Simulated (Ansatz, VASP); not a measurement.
## CO: VASP beside Ansatz

```
O C
1.0
     7.18681    0.00000    0.00000
     0.00000    7.18681    0.00000
     0.00000    0.00000    7.18681
O C
8 8
Direct
  0.84895 0.97061 0.35945
  0.33736 0.80516 0.24850
  0.38763 0.41757 0.07045
  0.57120 0.45840 0.46957
  0.96212 0.18889 0.95917
  0.06407 0.42476 0.42872
  0.26161 0.06515 0.62354
  0.72079 0.77789 0.98357
  0.78328 0.03191 0.48918
  0.30100 0.93248 0.16244
  0.47686 0.31296 0.99203
  0.49499 0.50887 0.59838
  0.91729 0.31678 0.87776
  0.99114 0.50629 0.31498
  0.35637 0.96563 0.70178
  0.81368 0.77337 0.85584
```

Alike in both runs: functional PBE; k mesh 1 × 1 × 1; occupations fermi-dirac, width 0.02 eV; no spin polarisation.

Ansatz relaxed the structure, and its values are those at the end. VASP's run is a single point on that final structure, the one shown.

|  | VASP | Ansatz |
| --- | --- | --- |
| version | VASP 6.6.1 | Ansatz 0.2.0 |
| potentials or method | VASP PAW PBE potentials, release 64 (O, C), cutoff 520 eV | scalar-relativistic, plane waves, PAW |
| valence electrons in the cell | 80 | 80 |

|  | VASP | Ansatz | Ansatz less VASP |
| --- | --- | --- | --- |
| rms of the force components (eV/Å) | 0.523 | 0.074 | -0.4489 |

One of these differences is far larger than is usual between the two programs; its cause wasn't traced.

Noted on VASP's run: the standard files for N, O and F lose accuracy on very short bonds.
